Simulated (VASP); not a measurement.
# InSb (P6/mmm) in VASP: notebook

The runs below take InSb through single point, relaxation of cell and atoms, with PBE.

Everything below comes from runs of VASP 6.6.1. Logs are shortened: lines on timing, memory, paths and dates and some standing lists are left out, and cuts for length are marked.

## Step 1: The cell of the first run

The structure is hexagonal, space group P6/mmm (No. 191). Conventional cell: a = 6.741 Å, b = 6.741 Å, c = 5.439 Å, α = 90.00°, β = 90.00°, γ = 120.00°. Within 4.4 Å of In (site symmetry mmm) lie 6 Sb at 3.34 to 3.37 Å and 4 In at 3.37 Å. Within 4.4 Å of Sb (site symmetry 6/mmm) lie 6 In at 3.37 Å. Within 4.4 Å of Sb (site symmetry -6m2) lie 6 In at 3.34 Å and 3 Sb at 3.89 Å.

## Step 2: Single point, PBE

INCAR reads:

```
SYSTEM = InSb
PREC     = Accurate       ! precision mode
ENCUT    = 520            ! plane-wave cutoff, eV
EDIFF    = 1E-7           ! SCF threshold, eV
ISMEAR   = 0              ! smearing method
SIGMA    = 0.1            ! smearing width, eV
LREAL    = .False.        ! projectors in reciprocal space
LASPH    = .True.         ! aspherical terms in the spheres
NELM     = 80             ! most SCF steps
ALGO     = Normal         ! electronic algorithm
ISIF     = 2              ! what is computed and relaxed
LWAVE    = .False.        ! write WAVECAR
LCHARG   = .True.         ! write CHGCAR
GGA      = PE             ! functional
LELF     = .True.         ! ELF
LVHAR    = .True.       
NBANDS   = 36             ! bands
```

KPOINTS reads:

```
Automatic mesh
0
Gamma
  3 3 4
  0 0 0
```

POSCAR reads:

```
InSb
1.0
    6.7412445419      0.0000000000      0.0000000000
   -3.3706222709      5.8380890264      0.0000000000
    0.0000000000      0.0000000000      5.4389586645
In Sb
3 3
Direct
    0.5000000000      0.0000000000      0.0000000000
    0.5000000000      0.5000000000      0.0000000000
    0.0000000000      0.5000000000      0.0000000000
    0.0000000000      0.0000000000      0.0000000000
    0.3333333333      0.6666666667      0.5000000000
    0.6666666667      0.3333333333      0.5000000000
```

Potentials or basis: VASP PAW PBE potentials, release 64 (In_d, Sb).

The run is started by

```
$ cat potpaw_PBE.64/In_d/POTCAR potpaw_PBE.64/Sb/POTCAR > POTCAR
$ mpirun -np 1 vasp_std > vasp.out
```

OUTCAR:

```text
SYSTEM = InSb
   PREC = Accurate
   ENCUT = 520
   EDIFF = 1E-7
   ISMEAR = 0
   LREAL = .False.
   LASPH = .True.
   NELM = 80
   ISIF = 2
   GGA = PE

 ion  position               nearest neighbor table
   1  0.500  0.000  0.000-   5 3.34   6 3.34   5 3.34   6 3.34   2 3.37   2 3.37   4 3.37   4 3.37
                             3 3.37   3 3.37
   2  0.500  0.500  0.000-   5 3.34   6 3.34   5 3.34   6 3.34   1 3.37   1 3.37   3 3.37   3 3.37
                             4 3.37   4 3.37
   3  0.000  0.500  0.000-   5 3.34   6 3.34   5 3.34   6 3.34   4 3.37   4 3.37   2 3.37   2 3.37
                             1 3.37   1 3.37
   4  0.000  0.000  0.000-   3 3.37   3 3.37   1 3.37   1 3.37   2 3.37   2 3.37
   5  0.333  0.667  0.500-   1 3.34   1 3.34   3 3.34   3 3.34   2 3.34   2 3.34
   6  0.667  0.333  0.500-   1 3.34   1 3.34   3 3.34   3 3.34   2 3.34   2 3.34

  LATTYP: Found a hexagonal cell.
 ALAT       =     6.7412445419
 C/A-ratio  =     0.8068181818

  Lattice vectors:

 A1 = (   6.7412445419,   0.0000000000,   0.0000000000)
 A2 = (  -3.3706222709,   5.8380890264,   0.0000000000)
 A3 = (   0.0000000000,   0.0000000000,   5.4389586645)

Analysis of symmetry for initial positions (statically):
=====================================================================
 Subroutine PRICEL returns:
 Original cell was already a primitive cell.

 Routine SETGRP: Setting up the symmetry group for a
 hexagonal supercell.

 Subroutine GETGRP returns: Found 24 space group operations
 (whereof 24 operations were pure point group operations)
 out of a pool of 24 trial point group operations.

The static configuration has the point symmetry D_6h.

Analysis of symmetry for dynamics (positions and initial velocities):
=====================================================================
 Subroutine PRICEL returns:
 Original cell was already a primitive cell.

 Routine SETGRP: Setting up the symmetry group for a
 hexagonal supercell.

 Subroutine GETGRP returns: Found 24 space group operations
 (whereof 24 operations were pure point group operations)
 out of a pool of 24 trial point group operations.

The dynamic configuration has the point symmetry D_6h.

 Subroutine INISYM returns: Found 24 space group operations
 (whereof 24 operations are pure point group operations),
 and found     1 'primitive' translations

[... 87 lines left out ...]
   LREAL  =      F    real-space projection
   EDIFFG = 0.1E-05   stopping-criterion for IOM
   NSW    =      0    number of steps for IOM
   IBRION =     -1    ionic relax: 0-MD 1-quasi-New 2-CG
   NFREE  =      0    steps in history (QN), initial steepest desc. (CG)
   ISIF   =      2    stress and relaxation
   ISYM   =      2    0-nonsym 1-usesym 2-fastsym
   POTIM  = 0.5000    time-step for ionic-motion
   TEBEG  =    0.0;   TEEND  =   0.0 temperature during run
   PSTRESS=    0.0 pullay stress
   NELECT =      54.0000    total number of electrons
   NUPDOWN=      -1.0000    fix difference up-down
   EMIN   =  10.00;   EMAX   =-10.00  energy-range for DOS
   EFERMI =   0.00;   METHOD = LEGACY
   ISMEAR =     0;   SIGMA  =   0.10  broadening in eV -4-tet -1-fermi 0-gaus
   EFERMI_NEDOS =   21; number of points for ismear=-14 and -15
   IALGO  =     38    algorithm
   IMIX   =      4    mixing-type and parameters
     AMIX     =   0.40;   BMIX     =  1.00
     AMIX_MAG =   1.60;   BMIX_MAG =  1.00
  volume/ion in A,a.u.               =      35.68       240.75
  Fermi-wavevector in a.u.,A,eV,Ry     =   1.034421  1.954772 14.558592  1.070026
  Thomas-Fermi vector in A             =   2.168715
   LORBIT       =      0    0 simple, 1 ext, 2 COOP (PROOUT), +10 PAW based schemes
   GGA     = PE    functional components
   LHFCALC =     F    Hartree Fock is set to
   AEXX    =    0.0000 exact exchange contribution
   IVDW    =     0    specifies the selected vdW correction
   LEPSILON=     F    determine dielectric tensor
   LRPA    =     F    only Hartree local field effects (RPA)
 non-spin polarized calculation
 Gauss-broadening in eV      SIGMA  =   0.10
  energy-cutoff  :      520.00
  volume of cell :      214.06
 maximum number of plane-waves:      5816
 NGX is ok and might be reduce to    50
   NGX = 25   NGY = 25   NGZ = 21

 number of electron      54.0000000 magnetization

 Free energy of the ion-electron system (eV)
  ---------------------------------------------------
  ext. energy  EPLUGINS =         0.00000000
  ---------------------------------------------------
  free energy    TOTEN  =       -18.05355116 eV

  energy without entropy =      -18.00257434  energy(sigma->0) =      -18.02806275

 E-fermi :   4.6676     XC(G=0):  -8.7568

 val. band max:        4.6462869564   @ k =   0.3333   0.0000   0.0000
 cond. band min:       4.6715177233   @ k =   0.0000   0.0000   0.5000
 fundamental gap:      0.0252307669
 Fermi energy:         4.6675817023

 k-point     1 :       0.0000    0.0000    0.0000
  band No.  band energies     occupation
      1      -9.9042      2.00000
      2      -9.8421      2.00000
      3      -9.8421      2.00000
      4      -9.8152      2.00000
      5      -9.7584      2.00000
      6      -9.7057      2.00000
[... 340 lines left out ...]
     35       8.5974      0.00000
     36       8.9146      0.00000

------------------------ aborting loop because EDIFF is reached ----------------------------------------

  FORCE on cell =-STRESS in cart. coord.  units (eV):
  Direction    XX          YY          ZZ          XY          YZ          ZX
  --------------------------------------------------------------------------------------
  -------------------------------------------------------------------------------------
  Total       -4.2674023     -4.2674023     -4.5474050     -0.0000000      0.0000000      0.0000000
  in kB      -31.9409345    -31.9409345    -34.0367173     -0.0000000      0.0000000      0.0000000
  external PRESSURE =     -32.6395288 kB  Pullay stress =       0.0000000 kB

 VOLUME and BASIS-vectors are now :
 -----------------------------------------------------------------------------
  energy-cutoff  :      520.00
  volume of cell :      214.06
      direct lattice vectors                 reciprocal lattice vectors
     6.741244542  0.000000000  0.000000000     0.148340561  0.085644463  0.000000000
    -3.370622271  5.838089026  0.000000000     0.000000000  0.171288926  0.000000000
     0.000000000  0.000000000  5.438958665     0.000000000  0.000000000  0.183858724

 POSITION                                       TOTAL-FORCE (eV/Angst)
 -----------------------------------------------------------------------------------
      3.37062      0.00000      0.00000         0.000000      0.000000      0.000000
      1.68531      2.91904      0.00000         0.000000      0.000000      0.000000
     -1.68531      2.91904      0.00000         0.000000      0.000000      0.000000
      0.00000      0.00000      0.00000         0.000000      0.000000      0.000000
     -0.00000      3.89206      2.71948         0.000000     -0.000000      0.000000
      3.37062      1.94603      2.71948        -0.000000      0.000000     -0.000000
 -----------------------------------------------------------------------------------
    total drift:                               -0.000000      0.000000     -0.000000

  FREE ENERGIE OF THE ION-ELECTRON SYSTEM (eV)
  ---------------------------------------------------
  free  energy   TOTEN  =       -18.0535511618 eV

  energy  without entropy=      -18.0025743420  energy(sigma->0) =      -18.02806275
```

OSZICAR:

```text
N       E                     dE             d eps       ncg     rms          rms(c)
DAV:   1     0.450059520611E+03    0.45006E+03   -0.22929E+04   648   0.150E+03
DAV:   2     0.268793633433E+02   -0.42318E+03   -0.41531E+03   676   0.378E+02
DAV:   3    -0.161487018369E+02   -0.43028E+02   -0.42222E+02   812   0.141E+02
DAV:   4    -0.180563585461E+02   -0.19077E+01   -0.18941E+01   752   0.320E+01
DAV:   5    -0.181488237961E+02   -0.92465E-01   -0.92424E-01  1044   0.660E+00    0.405E+00
DAV:   6    -0.180969097516E+02    0.51914E-01   -0.68663E-01   840   0.410E+00    0.238E+00
DAV:   7    -0.180623939637E+02    0.34516E-01   -0.34267E-01   800   0.125E+00    0.156E+00
DAV:   8    -0.180533251473E+02    0.90688E-02   -0.53321E-02   768   0.148E+00    0.272E-01
DAV:   9    -0.180534306202E+02   -0.10547E-03   -0.63488E-03   756   0.568E-01    0.117E-01
DAV:  10    -0.180535087121E+02   -0.78092E-04   -0.52053E-04   804   0.148E-01    0.647E-02
DAV:  11    -0.180535513479E+02   -0.42636E-04   -0.98740E-05   776   0.669E-02    0.147E-02
DAV:  12    -0.180535508774E+02    0.47043E-06   -0.21115E-05   776   0.172E-02    0.357E-03
DAV:  13    -0.180535511078E+02   -0.23036E-06   -0.27165E-06   696   0.627E-03    0.229E-03
DAV:  14    -0.180535511618E+02   -0.53969E-07   -0.44058E-07   616   0.258E-03
   1 F= -.18053551E+02 E0= -.18028063E+02  d E =-.509768E-01
```

stdout:

```text
POSCAR found type information on POSCAR InSb
 POSCAR found :  2 types and       6 ions
 scaLAPACK will be used
 LDA part: xc-table for (Slater+PW92), standard interpolation
 POSCAR, INCAR and KPOINTS ok, starting setup
 FFT: planning ... GRIDC
 FFT: planning ... GRID_SOFT
 FFT: planning ... GRID
 WAVECAR not read
 entering main loop
```

It took 1.7 min on 1 thread of Intel Xeon Platinum 8259CL at 2.50GHz (Skylake/Cascade Lake), shared host; peak memory 0.32 GiB.

What came out:

- Free energy: -18.0536 eV
- Pressure: -3.3 GPa
- Band gap on the k mesh: zero (band 27 reaches 4.88 eV, above the bottom of band 28 at 4.65 eV)

Stress tensor (GPa, compression positive):
```
-3.19  0.00  0.00
 0.00 -3.19  0.00
 0.00  0.00 -3.40
```

Caveat: spin-orbit coupling is left out, which moves the levels of the heavy elements.

## Step 3: Single point, PBE

This run uses another cell than the first one, of 31.77 Å³/atom, 0.890 times its volume.

Edit INCAR of step 2 so:

```diff
@@ -8,3 +8,3 @@
 LASPH    = .True.         ! aspherical terms in the spheres
-NELM     = 80             ! most SCF steps
+NELM     = 60             ! most SCF steps
 ALGO     = Normal         ! electronic algorithm
@@ -12,6 +12,4 @@
 LWAVE    = .False.        ! write WAVECAR
-LCHARG   = .True.         ! write CHGCAR
+LCHARG   = .False.        ! write CHGCAR
 GGA      = PE             ! functional
-LELF     = .True.         ! ELF
-LVHAR    = .True.       
 NBANDS   = 36             ! bands
```

KPOINTS reads:

```
regular mesh
0
Gamma
  6 6 8
  0 0 0
```

Edit POSCAR of step 2 so:

```diff
@@ -2,5 +2,5 @@
 1.0
-    6.7412445419      0.0000000000      0.0000000000
-   -3.3706222709      5.8380890264      0.0000000000
-    0.0000000000      0.0000000000      5.4389586645
+    6.4279516683      0.0000000000      0.0000000000
+   -3.2139758341      5.5667694391      0.0000000000
+    0.0000000000      0.0000000000      5.3265418706
 In Sb
```

Potentials or basis: VASP PAW PBE potentials, release 64 (In_d, Sb).

The run is started by

```
$ cat potpaw_PBE.64/In_d/POTCAR potpaw_PBE.64/Sb/POTCAR > POTCAR
$ mpirun -np 1 vasp_std > vasp.out
```

Run time: 5.6 min. Hardware: 1 thread of Intel Xeon Platinum 8259CL at 2.50GHz (Skylake/Cascade Lake), shared host; peak memory 0.41 GiB.

It converged, with:

| Property | Result |
| --- | --- |
| Free energy | -18.3057 eV |
| Pressure | 0.0 GPa |
| Band gap on the k mesh | zero (band 27 reaches 6.05 eV, above the bottom of band 28 at 5.43 eV) |

Levels at points of the mesh, in eV from the Fermi level:
```
           k point  band 25  band 26  band 27  band 28  band 29  band 30
(0.00, 0.00, 0.00)    -1.22    -0.63     0.21     0.41     0.41     0.73
(0.50, 0.00, 0.00)    -1.31    -0.46    -0.19     0.04     0.66     0.81
(0.00, 0.00, 0.50)    -2.87    -2.87    -1.03    -0.05    -0.05     2.11
(0.50, 0.00, 0.50)    -0.49    -0.27    -0.12     0.01     0.99     1.75
```

Caveat: spin-orbit coupling is left out, which moves the levels of the heavy elements.

## Step 4: Single point, PBE

This run uses another cell than the first one, of 31.77 Å³/atom, 0.890 times its volume.

INCAR reads:

```
PREC = Accurate ; ENCUT = 520
EDIFF = 1E-6 ; ISMEAR = 0
SIGMA = 0.1 ; LREAL = F
LASPH = T ; NELM = 60
ALGO = Normal ; ISIF = 2
LWAVE = F ; LCHARG = F
GGA = PE ; NBANDS = 36
```

KPOINTS reads:

```
Automatic mesh
0
Gamma
  6 6 8
```

POSCAR is that of step 3.

The run is started by

```
$ cat potpaw_PBE.64/In_d/POTCAR potpaw_PBE.64/Sb/POTCAR > POTCAR
$ mpirun -np 1 vasp_std > vasp.out
```

It took 4.9 min on 1 thread of Intel Xeon Platinum 8259CL at 2.50GHz (Skylake/Cascade Lake), shared host; peak memory 0.41 GiB.

It converged, with:

```
Free energy            : -18.3057 eV
Pressure               : -0.1 GPa
Band gap on the k mesh : zero (band 27 reaches 6.05 eV, above the bottom of band 28 at 5.43 eV)
```

Levels at points of the mesh, in eV from the Fermi level:
```
           k point  band 23  band 24  band 25  band 26  band 27  band 28  band 29  band 30  band 31  band 32
(0.00, 0.00, 0.00)    -3.46    -3.46    -1.22    -0.63     0.21     0.41     0.41     0.73     0.73     1.99
(0.50, 0.00, 0.00)    -2.24    -2.02    -1.31    -0.46    -0.19     0.04     0.66     0.81     1.56     1.72
(0.00, 0.00, 0.50)    -3.15    -3.15    -2.87    -2.87    -1.03    -0.05    -0.05     2.11     3.34     3.88
(0.50, 0.00, 0.50)    -2.62    -0.65    -0.49    -0.27    -0.12     0.01     0.99     1.75     2.35     2.65
```

Caveat: spin-orbit coupling is left out, which moves the levels of the heavy elements.

## Step 5: Relaxation of cell and atoms, PBE

This run uses another cell than the first one, of 31.77 Å³/atom, 0.890 times its volume.

INCAR reads:

```
  ALGO = Normal
  EDIFF = 1E-6
  EDIFFG = -0.01
  ENCUT = 600
  GGA = PE
  IBRION = 2
  ISIF = 3
  ISMEAR = 0
  LASPH = True
  LCHARG = False
  LREAL = False
  LWAVE = False
  NELM = 80
  NSW = 100
  PREC = Accurate
  SIGMA = 0.1
```

KPOINTS reads:

```
k-points
0
Gamma
  6 6 8
```

POSCAR is that of step 4.

The run is started by

```
$ cat potpaw_PBE.64/In_d/POTCAR potpaw_PBE.64/Sb/POTCAR > POTCAR
$ mpirun -np 1 vasp_std > vasp.out
```

It took 7.7 min on 1 thread of Intel Xeon Platinum 8259CL at 2.50GHz (Skylake/Cascade Lake), shared host; peak memory 0.48 GiB.

The run converged. Its results:

```yaml
Free_energy: -18.3057 eV
Pressure_after_relaxing: 0.0 GPa
Band_gap_on_the_k_mesh: zero (band 27 reaches 6.05 eV, above the bottom of band 28 at 5.43 eV)
```

Final structure:
```xyz
6
Lattice="6.4280 0.0000 0.0000 -3.2140 5.5668 0.0000 0.0000 0.0000 5.3265" Properties=species:S:1:pos:R:3 pbc="T T T"
In    3.2140    0.0000    0.0000
In    1.6070    2.7834    0.0000
In   -1.6070    2.7834    0.0000
Sb    0.0000    0.0000    0.0000
Sb    0.0000    3.7112    2.6633
Sb    3.2140    1.8556    2.6633
```

Levels at points of the mesh, in eV from the Fermi level:
| k point | band 23 | band 24 | band 25 | band 26 | band 27 | band 28 | band 29 | band 30 | band 31 | band 32 |
| --- | --- | --- | --- | --- | --- | --- | --- | --- | --- | --- |
| (0.00, 0.00, 0.00) | -3.46 | -3.46 | -1.22 | -0.63 | 0.21 | 0.41 | 0.41 | 0.73 | 0.73 | 1.99 |
| (0.50, 0.00, 0.00) | -2.24 | -2.02 | -1.31 | -0.46 | -0.19 | 0.04 | 0.66 | 0.81 | 1.56 | 1.72 |
| (0.00, 0.00, 0.50) | -3.15 | -3.15 | -2.87 | -2.87 | -1.03 | -0.05 | -0.05 | 2.11 | 3.34 | 3.88 |
| (0.50, 0.00, 0.50) | -2.62 | -0.65 | -0.49 | -0.27 | -0.12 | 0.01 | 0.99 | 1.75 | 2.35 | 2.65 |

Caveat: the relaxation stopped at its first step, so nothing moved; spin-orbit coupling is left out, which moves the levels of the heavy elements.

## Step 6: Summary

```tsv
task	cell	k mesh	cutoff (eV)	gap on the mesh (eV)	pressure (GPa)
single point	a = 6.741, b = 6.741, c = 5.439 Å, angles 90.0, 90.0, 120.0°, 6 atoms	3 × 3 × 4	520	none	-3.3
single point	a = 6.428, b = 6.428, c = 5.327 Å, angles 90.0, 90.0, 120.0°, 6 atoms	6 × 6 × 8	520	none	-0.1
relaxation of cell and atoms	relaxed from a = 6.428, b = 6.428, c = 5.327 Å, angles 90.0, 90.0, 120.0°, 6 atoms	6 × 6 × 8	600	none	0.0
```

Alike in all rows: level PBE; potentials or basis VASP PAW PBE potentials, release 64 (In_d, Sb); no spin polarisation; smearing gaussian 0.1 eV.

Caveats: spin-orbit coupling is left out, which moves the levels of the heavy elements; the relaxation stopped at its first step, so nothing moved (some runs).

Total energies depend on the potentials used, so only differences within one code and one set of settings carry meaning.
